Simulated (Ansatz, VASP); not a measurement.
## GaSb: VASP beside Ansatz

```
Ga Sb
1.0
    -1.59505    2.61293    2.88371
     1.59505   -2.61293    2.88371
     1.59505    2.61293   -2.88371
Ga Sb
1 1
Direct
  0.00000 0.00000 0.00000
  0.50000 0.50000 0.00000
```

Alike in both runs: functional PBE; k mesh 20 × 20 × 20; occupations gaussian, width 0.1 eV; no spin polarisation.

Ansatz relaxed the structure, and its values are those at the end. VASP's run is a single point on that final structure, the one shown.

```csv
,VASP,Ansatz
version,VASP 6.6.1,Ansatz 0.2.0
potentials or method,"VASP PAW PBE potentials, release 64 (Ga_d, Sb), cutoff 520 eV","scalar-relativistic, plane waves, PAW"
valence electrons in the cell,18,28
```

```csv
,VASP,Ansatz,Ansatz less VASP
gap on the k mesh at the Fermi level (eV),none,none,-
pressure (GPa),0.0,0.0,0.00
```

A gap of «none» marks a metal or a gap that the smearing closes. VASP's potentials hold 18 valence electrons a cell and Ansatz's 28, so a difference there can come from the potentials and not from the codes.

Spin-orbit coupling is off throughout.
